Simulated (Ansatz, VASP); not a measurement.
## Two plane-wave programs on Be

```
CELL_PARAMETERS angstrom
2.23274 0.00000 0.00000
0.00000 2.23274 0.00000
0.00000 0.00000 2.06565
ATOMIC_POSITIONS crystal
Be 0.50000 0.50000 0.00000
```

Alike in both runs: functional PBEsol; k mesh 12 × 12 × 13; occupations fermi-dirac, width 0.05 eV; no spin polarisation.

|  | VASP | Ansatz |
| --- | --- | --- |
| version | VASP 6.6.1 | Ansatz 0.2.0 |
| potentials or method | VASP PAW PBE potentials, release 64 (Be) | Ansatz PAW |
| plane-wave cutoff (eV) | 520 | 420 |
| valence electrons in the cell | 2 | 2 |
| task | single point | band structure |

```csv
,VASP,Ansatz,Ansatz less VASP
gap on the k mesh at the Fermi level (eV),none,none,-
pressure (GPa),-0.4,-0.6,-0.19
"traceless stress, the component that is largest in VASP (GPa)",-0.60,-0.73,-0.126
```

VASP's potentials were made for PBE, not for PBEsol. A gap of «none» marks a metal or a gap that the smearing closes. With one functional, cell and mesh, what is left measures potentials, basis and numerics.
